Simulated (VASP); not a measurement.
Set up this calculation in VASP 6.6.1, as the native input.

```yaml
Task: relaxation of cell and atoms
Functional: PBE
Potentials_or_basis: VASP PAW PBE potentials, release 64 (K_sv, Na_pv, F)
Cutoff: 600 eV
k_mesh: 9 × 9 × 9
Occupations: gaussian, width 0.01 eV
Spin: no spin polarisation
Dipole_correction: no
Further_INCAR_settings: ALGO = Normal; EDIFF = 1e-06; IBRION = 2; EDIFFG = -0.001; NSW = 80; ISIF = 3
```

The structure of KNaF2 lies in POSCAR:

```
KNaF2
1.0
    1.7838844483      1.0299261664      5.9038045153
   -1.7838844483      1.0299261664      5.9038045153
    0.0000000000     -2.0598523329      5.9038045153
K Na F
1 1 2
Direct
    0.5000000000      0.5000000000      0.5000000000
    0.0000000000      0.0000000000      0.0000000000
    0.7400115906      0.7400115906      0.7400115906
    0.2599884094      0.2599884094      0.2599884094
```

The input as run:

INCAR

```
SYSTEM = KNaF2
  ALGO = Normal
  EDIFF = 1E-6
  EDIFFG = -0.001
  ENCUT = 600
  GGA = PE
  IBRION = 2
  ISIF = 3
  ISMEAR = 0
  LASPH = .True.
  LCHARG = .False.
  LREAL = .False.
  LWAVE = .False.
  NELM = 100
  NSW = 80
  PREC = Accurate
  SIGMA = 0.01
```

KPOINTS

```
k-points
0
Gamma
  9 9 9
  0 0 0
```

Potentials or basis: VASP PAW PBE potentials, release 64 (K_sv, Na_pv, F).

Run with:

```console
$ cat potpaw_PBE.64/K_sv/POTCAR potpaw_PBE.64/Na_pv/POTCAR potpaw_PBE.64/F/POTCAR > POTCAR
$ mpirun -np 1 vasp_std > vasp.out
```

It gave:

The relaxed volume is 16.22 Å³/atom. The relaxed cell is a = 6.250 Å, b = 6.250 Å, c = 6.250 Å, α = 33.12°, β = 33.12°, γ = 33.12° and the space group after relaxing (to 0.1 Å) is R-3m (No. 166). The energy gained by relaxing is 0.0 meV/atom and the ionic steps are 22. The pressure after relaxing is 0.0 GPa and the band gap on the k mesh is 5.93 eV.

Run time: 15 min on 1 thread of Intel(R) Xeon(R) 6975P-C (Granite Rapids), on a shared host, peak memory 0.43 GiB.
